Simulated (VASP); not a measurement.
Runs of VASP 6.6.1 on SnSe. The structure is that of space group P4/nmm (No. 129), or close to it. The cells are those of the table. 

```csv
cell,gap on the mesh (eV),largest force (eV/Å)
"a = 4.127, b = 4.127, c = 10.650 Å, 4 atoms",1.36,0.61
"a = 4.064, b = 4.064, c = 11.144 Å, 4 atoms",1.16,0.04
"a = 4.064, b = 4.064, c = 10.650 Å, 4 atoms",(b),0.69
"a = 4.064, b = 4.064, c = 10.980 Å, 4 atoms",1.18,0.19
"a = 4.127, b = 4.127, c = 10.815 Å, 4 atoms",1.35,0.34
"a = 4.064, b = 4.064, c = 11.309 Å, 4 atoms",(a),0.20
"a = 4.064, b = 4.064, c = 10.815 Å, 4 atoms",1.20,0.42
```

Alike in all rows: task single point; level LDA; potentials or basis VASP PAW LDA potentials, release 64 (Sn_d, Se); no spin polarisation; k mesh 6 × 6 × 4; cutoff (eV) 520; smearing gaussian 0.05 eV.

**Question.** Estimate the missing entries.

**Answer.** (a) 1.09; (b) 1.21.

Caveats: there is no dipole correction, which matters where the two faces differ; spin-orbit coupling is left out, which moves the levels of the heavy elements.

A k mesh can miss the band edges, and the runs leave out spin-orbit coupling on Se, Sn.
